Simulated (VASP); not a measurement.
Write the native input for VASP 6.6.1 that does the following.

| Item | Value |
| --- | --- |
| Task | single point |
| Functional | PBE |
| Potentials or basis | VASP PAW PBE potentials, release 64 (Mg, O) |
| Cutoff | 520 eV |
| k mesh | 12 × 12 × 10 |
| Occupations | gaussian, width 0.05 eV |
| Spin | no spin polarisation |
| Dipole correction | no |
| Further INCAR settings | ALGO = Normal; EDIFF = 1e-06; NBANDS = 11 |

The structure of MgO lies in POSCAR:

```
MgO
1.0
    2.9779722783      0.0000000000      0.0000000000
   -1.4889861392      2.5789996448      0.0000000000
    0.0000000000      0.0000000000      2.6078412669
Mg O
1 1
Direct
    0.0000000000      0.0000000000      0.0000000000
    0.3333333333      0.6666666667      0.5000000000
```

This cell differs from its parent crystal: ratio of the length along z to the lengths across it x 0.96, volume and fractional coordinates fixed.

The input as run:

INCAR

```
SYSTEM = MgO
ALGO = Normal ; EDIFF = 1E-6
ENCUT = 520 ; GGA = PE
ISIF = 2 ; ISMEAR = 0
LASPH = .True. ; LCHARG = .False.
LREAL = .False. ; LWAVE = .False.
NBANDS = 11 ; NELM = 100
PREC = Accurate ; SIGMA = 0.05
```

KPOINTS

```
k-points
0
Gamma
  12 12 10
  0 0 0
```

Potentials or basis: VASP PAW PBE potentials, release 64 (Mg, O).

Launch:

```console
$ cat potpaw_PBE.64/Mg/POTCAR potpaw_PBE.64/O/POTCAR > POTCAR
$ mpirun -np 1 vasp_std > vasp.out
```

It gave:

```
Pressure               : 0.5 GPa
Band gap on the k mesh : 2.73 eV, indirect (least direct gap 3.06 eV)
```

Wall time 20 s on 1 thread of Intel Xeon 8259CL (shared host), peak memory 0.15 GiB.
